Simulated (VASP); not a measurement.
Hf: single point with PBEsol

The system is Hf.

```xyz
2
Lattice="3.1144 0.0000 0.0000 -1.5572 2.6972 0.0000 0.0000 0.0000 4.9377" Properties=species:S:1:pos:R:3 pbc="T T T"
Hf    0.0000    1.7981    1.2344
Hf    1.5572    0.8991    3.7033
```

```json
{
  "Program": "VASP 6.6.1",
  "Task": "single point",
  "Functional": "PBEsol",
  "Potentials or basis": "VASP PAW PBE potentials, release 64 (Hf_pv)",
  "Cutoff": "520 eV",
  "k mesh": "16 × 16 × 10",
  "Occupations": "gaussian, width 0.05 eV",
  "Spin": "no spin polarisation"
}
```

```json
{"Pressure": "4.5 GPa", "Band gap on the k mesh": "zero (bands 10 and 11 overlap by 1.59 eV)"}
```

Stress tensor (GPa, compression positive):
```
4.62 0.00 0.00
0.00 4.62 0.00
0.00 0.00 4.35
```

Levels at points of the mesh, in eV from the Fermi level:
```tsv
k point	band 8	band 9	band 10	band 11	band 12	band 13
(0.00, 0.00, 0.00)	-3.97	0.94	1.18	1.18	1.46	2.08
(0.50, 0.00, 0.00)	-3.05	-2.49	-0.64	0.76	0.95	1.80
(0.00, 0.00, 0.50)	-5.53	0.11	0.11	1.06	1.06	1.06
(0.50, 0.00, 0.50)	-3.67	-1.14	-1.14	1.46	1.46	2.81
```

Run time: 2.3 min on 1 thread of Intel Xeon 8259CL, on a shared host, peak memory 0.24 GiB.

Caveat: the cell stands under pressure; the PAW data sets were made with another functional, which shifts forces and pressure a little; spin-orbit coupling is left out, which moves the levels of the heavy elements.
